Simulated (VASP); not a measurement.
# C (Fd-3m) in VASP: notebook

C is run at these levels: PBE; tasks: single point.

Program: VASP 6.6.1. These are calculated values, not measurements. Logs are shortened: lines on timing, memory, paths and dates and some standing lists are left out, and cuts for length are marked.

**1. The cell of the first run**

The structure is cubic, space group Fd-3m (No. 227). The conventional cell has a = 3.567 Å, b = 3.567 Å, c = 3.567 Å, α = 90.00°, β = 90.00°, γ = 90.00°. Within 2.1 Å of C (site symmetry -43m) lie 4 C at 1.54 Å.

**2. Single point, PBE**

File INCAR:

```
SYSTEM = C
PREC     = Accurate       ! precision mode
ENCUT    = 600            ! plane-wave cutoff, eV
EDIFF    = 1E-6           ! SCF threshold, eV
ISMEAR   = 0              ! smearing method
SIGMA    = 0.1            ! smearing width, eV
LREAL    = .False.        ! projectors in reciprocal space
LASPH    = .True.         ! aspherical terms in the spheres
NELM     = 120            ! most SCF steps
ALGO     = Normal         ! electronic algorithm
ISIF     = 2              ! what is computed and relaxed
LWAVE    = .False.        ! write WAVECAR
LCHARG   = .True.         ! write CHGCAR
GGA      = PE             ! functional
LELF     = .True.         ! ELF
LVHAR    = .True.       
NBANDS   = 11             ! bands
GGA_COMPAT= .False.
```

File KPOINTS:

```
Automatic mesh
0
Gamma
  8 8 8
  0 0 0
```

File POSCAR:

```
C
1.0
    0.0000000000      1.7835000000      1.7835000000
    1.7835000000      0.0000000000      1.7835000000
    1.7835000000      1.7835000000      0.0000000000
C
2
Direct
    0.0000000000      0.0000000000      0.0000000000
    0.2500000000      0.2500000000      0.2500000000
```

Potentials or basis: VASP PAW PBE potentials, release 64 (C).

Launch:

```bash
$ cat potpaw_PBE.64/C/POTCAR > POTCAR
$ mpirun -np 1 vasp_std > vasp.out
```

OUTCAR:

```text
SYSTEM = C
   PREC = Accurate
   ENCUT = 600
   EDIFF = 1E-6
   ISMEAR = 0
   LREAL = .False.
   LASPH = .True.
   NELM = 120
   ISIF = 2
   GGA = PE

 ion  position               nearest neighbor table
   1  0.000  0.000  0.000-   2 1.54   2 1.54   2 1.54   2 1.54
   2  0.250  0.250  0.250-   1 1.54   1 1.54   1 1.54   1 1.54

  LATTYP: Found a face centered cubic cell.
 ALAT       =     3.5670000000

  Lattice vectors:

 A1 = (   0.0000000000,   1.7835000000,   1.7835000000)
 A2 = (   1.7835000000,   0.0000000000,   1.7835000000)
 A3 = (   1.7835000000,   1.7835000000,   0.0000000000)

Analysis of symmetry for initial positions (statically):
=====================================================================
 Subroutine PRICEL returns:
 Original cell was already a primitive cell.

 Routine SETGRP: Setting up the symmetry group for a
 face centered cubic supercell.

 Subroutine GETGRP returns: Found 48 space group operations
 (whereof 24 operations were pure point group operations)
 out of a pool of 48 trial point group operations.

The static configuration has the point symmetry T_d .
 The point group associated with its full space group is O_h .

Analysis of symmetry for dynamics (positions and initial velocities):
=====================================================================
 Subroutine PRICEL returns:
 Original cell was already a primitive cell.

 Routine SETGRP: Setting up the symmetry group for a
 face centered cubic supercell.

 Subroutine GETGRP returns: Found 48 space group operations
 (whereof 24 operations were pure point group operations)
 out of a pool of 48 trial point group operations.

The dynamic configuration has the point symmetry T_d .
 The point group associated with its full space group is O_h .

 Subroutine INISYM returns: Found 48 space group operations
 (whereof 24 operations are pure point group operations),
 and found     1 'primitive' translations

----------------------------------------------------------------------------------------

                                     Primitive cell

  volume of cell :      11.3462

  direct lattice vectors                    reciprocal lattice vectors
     0.000000000  1.783500000  1.783500000    -0.280347631  0.280347631  0.280347631
     1.783500000  0.000000000  1.783500000     0.280347631 -0.280347631  0.280347631
     1.783500000  1.783500000  0.000000000     0.280347631  0.280347631 -0.280347631

  length of vectors
     2.522249888  2.522249888  2.522249888     0.485576341  0.485576341  0.485576341

  position of ions in fractional coordinates (direct lattice)
     0.000000000  0.000000000  0.000000000
     0.250000000  0.250000000  0.250000000

  ion indices of the primitive-cell ions
   primitive index   ion index
                 1           1
                 2           2

----------------------------------------------------------------------------------------

 KPOINTS: Automatic mesh

Automatic generation of k-mesh.
 Grid dimensions read from file:
 generate k-points for:    8    8    8

 Generating k-lattice:

  Cartesian coordinates                     Fractional coordinates (reciprocal lattice)
    -0.035043454  0.035043454  0.035043454     0.125000000  0.000000000  0.000000000
     0.035043454 -0.035043454  0.035043454     0.000000000  0.125000000  0.000000000
     0.035043454  0.035043454 -0.035043454     0.000000000  0.000000000  0.125000000

  Length of vectors
     0.060697043  0.060697043  0.060697043

  Shift w.r.t. Gamma in fractional coordinates (k-lattice)
     0.000000000  0.000000000  0.000000000

 Subroutine IBZKPT returns following result:
 ===========================================

 Found     29 irreducible k-points:

 Following reciprocal coordinates:
            Coordinates               Weight
  0.000000  0.000000  0.000000      1.000000
  0.125000  0.000000  0.000000      8.000000
  0.250000  0.000000  0.000000      8.000000
  0.375000  0.000000  0.000000      8.000000
  0.500000  0.000000  0.000000      4.000000
  0.125000  0.125000  0.000000      6.000000
[... 16 lines left out ...]
  0.500000  0.250000  0.125000     48.000000
 -0.375000  0.250000  0.125000     24.000000
 [... further k-points ...]
   k-points           NKPTS =     29   k-points in BZ     NKDIM =     29   number of bands    NBANDS=     11
   number of dos      NEDOS =    301   number of ions     NIONS =      2
   total plane-waves  NPLWV =   8000
   dimension x,y,z NGX =    20 NGY =   20 NGZ =   20
   dimension x,y,z NGXF=    40 NGYF=   40 NGZF=   40
   ions per type =               2
   NGX,Y,Z   is equivalent  to a cutoff of  13.18, 13.18, 13.18 a.u.
   NGXF,Y,Z  is equivalent  to a cutoff of  26.36, 26.36, 26.36 a.u.
 SYSTEM =  C
   PREC   = accura    normal or accurate (medium, high low for compatibility)
   ISTART =      0    job   : 0-new  1-cont  2-samecut
   ICHARG =      2    charge: 1-file 2-atom 10-const
   ISPIN  =      1    spin polarized calculation?
   LNONCOLLINEAR =      F non collinear calculations
   LSORBIT =      F    spin-orbit coupling
   LASPH  =      T    aspherical Exc in radial PAW
   ENCUT  =  600.0 eV  44.10 Ry    6.64 a.u.   5.04  5.04  5.04*2*pi/ulx,y,z
   NELM   =    120;   NELMIN=  2; NELMDL= -5     # of ELM steps
   EDIFF  = 0.1E-05   stopping-criterion for ELM
   LREAL  =      F    real-space projection
   EDIFFG = 0.1E-04   stopping-criterion for IOM
   NSW    =      0    number of steps for IOM
   IBRION =     -1    ionic relax: 0-MD 1-quasi-New 2-CG
   NFREE  =      0    steps in history (QN), initial steepest desc. (CG)
   ISIF   =      2    stress and relaxation
   ISYM   =      2    0-nonsym 1-usesym 2-fastsym
   POTIM  = 0.5000    time-step for ionic-motion
   TEBEG  =    0.0;   TEEND  =   0.0 temperature during run
   PSTRESS=    0.0 pullay stress
   NELECT =       8.0000    total number of electrons
   NUPDOWN=      -1.0000    fix difference up-down
   EMIN   =  10.00;   EMAX   =-10.00  energy-range for DOS
   EFERMI =   0.00;   METHOD = LEGACY
   ISMEAR =     0;   SIGMA  =   0.10  broadening in eV -4-tet -1-fermi 0-gaus
   EFERMI_NEDOS =   21; number of points for ismear=-14 and -15
   IALGO  =     38    algorithm
   IMIX   =      4    mixing-type and parameters
     AMIX     =   0.40;   BMIX     =  1.00
     AMIX_MAG =   1.60;   BMIX_MAG =  1.00
  volume/ion in A,a.u.               =       5.67        38.28
  Fermi-wavevector in a.u.,A,eV,Ry     =   1.457097  2.753514 28.886949  2.123131
  Thomas-Fermi vector in A             =   2.573938
   LORBIT       =      0    0 simple, 1 ext, 2 COOP (PROOUT), +10 PAW based schemes
   GGA     = PE    functional components
   LHFCALC =     F    Hartree Fock is set to
   AEXX    =    0.0000 exact exchange contribution
   IVDW    =     0    specifies the selected vdW correction
   LEPSILON=     F    determine dielectric tensor
   LRPA    =     F    only Hartree local field effects (RPA)
 non-spin polarized calculation
 Gauss-broadening in eV      SIGMA  =   0.10
  energy-cutoff  :      600.00
  volume of cell :       11.35
 maximum number of plane-waves:       392
   NGX =  9   NGY =  9   NGZ =  9

 number of electron       7.9999999 magnetization

 Free energy of the ion-electron system (eV)
  ---------------------------------------------------
  ext. energy  EPLUGINS =         0.00000000
  ---------------------------------------------------
  free energy    TOTEN  =       -18.18926407 eV

  energy without entropy =      -18.18926407  energy(sigma->0) =      -18.18926407

 E-fermi :  10.1525     XC(G=0): -13.2494

 val. band max:        9.7257503613   @ k =   0.0000   0.0000   0.0000
 cond. band min:      13.8580028745   @ k =   0.3750   0.3750   0.0000
 fundamental gap:      4.1322525132
 Fermi energy:        10.1524607946

 k-point     1 :       0.0000    0.0000    0.0000
  band No.  band energies     occupation
      1     -11.7479      2.00000
      2       9.7257      2.00000
      3       9.7257      2.00000
      4       9.7258      2.00000
      5      15.3153      0.00000
      6      15.3153      0.00000
      7      15.3153      0.00000
      8      23.0520      0.00000
      9      29.0178      0.00000
     10      36.2592      0.00000
     11      36.2592      0.00000

 k-point     2 :       0.1250    0.0000    0.0000
  band No.  band energies     occupation
      1     -11.3160      2.00000
      2       7.3112      2.00000
      3       9.0735      2.00000
      4       9.0735      2.00000
      5      16.1732      0.00000
      6      16.1732      0.00000
      7      16.6001      0.00000
      8      23.4195      0.00000
      9      29.6676      0.00000
     10      33.2044      0.00000
     11      33.2044      0.00000

 k-point     3 :       0.2500    0.0000    0.0000
  band No.  band energies     occupation
      1     -10.0334      2.00000
      2       3.1354      2.00000
      3       7.9804      2.00000
      4       7.9804      2.00000
      5      17.5134      0.00000
      6      17.5134      0.00000
      7      17.8687      0.00000
      8      24.3573      0.00000
      9      30.4340      0.00000
     10      32.1214      0.00000
     11      32.1214      0.00000

 k-point     4 :       0.3750    0.0000    0.0000
  band No.  band energies     occupation
      1      -7.9682      2.00000
      2      -0.9456      2.00000
      3       7.1985      2.00000
      4       7.1985      2.00000
      5      18.1096      0.00000
      6      18.1096      0.00000
      7      18.4200      0.00000
      8      25.1863      0.00000
      9      30.8829      0.00000
     10      33.7281      0.00000
     11      33.7281      0.00000
[... 239 lines left out ...]
 k-point    22 :       0.3750    0.2500    0.1250
  band No.  band energies     occupation
      1      -8.9079      2.00000
      2       3.2173      2.00000
      3       4.2254      2.00000
      4       6.8390      2.00000
      5      16.2978      0.00000
      6      19.7655      0.00000
      7      21.2983      0.00000
      8      21.4762      0.00000
      9      30.3897      0.00000
     10      31.3078      0.00000
     11      35.4305      0.00000

 k-point    23 :       0.5000    0.2500    0.1250
  band No.  band energies     occupation
      1      -6.8832      2.00000
      2      -0.1185      2.00000
      3       3.4485      2.00000
      4       5.6454      2.00000
      5      17.6919      0.00000
      6      19.3608      0.00000
      7      22.1165      0.00000
      8      23.0682      0.00000
      9      29.9051      0.00000
     10      32.0367      0.00000
     11      35.8690      0.00000

 k-point    24 :      -0.3750    0.2500    0.1250
  band No.  band energies     occupation
      1      -4.9634      2.00000
      2      -2.6355      2.00000
      3       3.4138      2.00000
      4       5.0390      2.00000
      5      18.0246      0.00000
      6      19.1722      0.00000
      7      22.7741      0.00000
      8      24.5879      0.00000
      9      28.0482      0.00000
     10      33.6304      0.00000
     11      36.0557      0.00000

 [... further k-points ...]
[... 5 lines left out ...]
  --------------------------------------------------------------------------------------
  -------------------------------------------------------------------------------------
  Total        0.1194584      0.1194584      0.1194584     -0.0000000     -0.0000000      0.0000000
  in kB       16.8685628     16.8685628     16.8685628     -0.0000000     -0.0000000      0.0000000
  external PRESSURE =      16.8685628 kB  Pullay stress =       0.0000000 kB

 VOLUME and BASIS-vectors are now :
 -----------------------------------------------------------------------------
  energy-cutoff  :      600.00
  volume of cell :       11.35
      direct lattice vectors                 reciprocal lattice vectors
     0.000000000  1.783500000  1.783500000    -0.280347631  0.280347631  0.280347631
     1.783500000  0.000000000  1.783500000     0.280347631 -0.280347631  0.280347631
     1.783500000  1.783500000  0.000000000     0.280347631  0.280347631 -0.280347631

 POSITION                                       TOTAL-FORCE (eV/Angst)
 -----------------------------------------------------------------------------------
      0.00000      0.00000      0.00000         0.000000      0.000000      0.000000
      0.89175      0.89175      0.89175        -0.000000     -0.000000     -0.000000
 -----------------------------------------------------------------------------------
    total drift:                                0.000000      0.000000      0.000000

  FREE ENERGIE OF THE ION-ELECTRON SYSTEM (eV)
  ---------------------------------------------------
  free  energy   TOTEN  =       -18.1892640701 eV

  energy  without entropy=      -18.1892640701  energy(sigma->0) =      -18.18926407
```

Wall time 7.7 s (1 thread of Intel Xeon 8259CL, shared host); peak memory 0.12 GiB.

Results:

```
Free energy            : -18.1893 eV
Pressure               : 1.7 GPa
Band gap on the k mesh : 4.13 eV, indirect (least direct gap 5.59 eV)
```

Levels at points of the mesh, in eV from the valence-band top:
```csv
k point,band 1,band 2,band 3,band 4,band 5,band 6,band 7,band 8
"(0.00, 0.00, 0.00)",-21.47,0.00,0.00,0.00,5.59,5.59,5.59,13.33
"(0.50, 0.00, 0.00)",-15.70,-13.37,-2.80,-2.80,8.46,8.46,8.84,15.69
"(0.50, 0.50, 0.00)",-12.76,-12.76,-6.30,-6.30,4.76,4.76,16.80,16.80
```

A k mesh can miss the band edges.

**3. Single point, PBE**

This run uses another cell than the first one, of 5.70 Å³/atom, 1.004 times its volume.

File INCAR:

```
SYSTEM = C
PREC = Accurate
ENCUT = 600
EDIFF = 1E-6
ISMEAR = 0
SIGMA = 0.02
LREAL = .FALSE.
LASPH = .TRUE.
NELM = 120
ALGO = Normal
ISIF = 2
LWAVE = .FALSE.
LCHARG = .FALSE.
GGA = PE
NBANDS = 11
GGA_COMPAT = .FALSE.
```

File KPOINTS:

```
regular mesh
0
G
  10 10 10
  0 0 0
```

File POSCAR:

```
C
1.0
    0.0000000000      1.7858029968      1.7858029968
    1.7858029968      0.0000000000      1.7858029968
    1.7858029968      1.7858029968      0.0000000000
C
2
Direct
    0.0000000000      0.0000000000      0.0000000000
    0.2500000000      0.2500000000      0.2500000000
```

Potentials or basis: VASP PAW PBE potentials, release 64 (C).

Launch:

```bash
$ cat potpaw_PBE.64/C/POTCAR > POTCAR
$ mpirun -np 1 vasp_std > vasp.out
```

Run time: 7.7 s. Hardware: 1 thread of Intel Xeon 8259CL, shared host; peak memory 0.12 GiB.

It converged, with:

* Free energy: -18.1904 eV
* Pressure: 0.0 GPa
* Band gap on the k mesh: 4.16 eV, indirect (least direct gap 5.58 eV)

Levels at points of the mesh, in eV from the valence-band top:
```csv
k point,band 2,band 3,band 4,band 5,band 6,band 7
"(0.00, 0.00, 0.00)",0.00,0.00,0.00,5.58,5.58,5.58
"(0.50, 0.00, 0.00)",-13.33,-2.79,-2.79,8.44,8.44,8.79
"(0.50, 0.50, 0.00)",-12.74,-6.27,-6.27,4.75,4.75,16.74
```
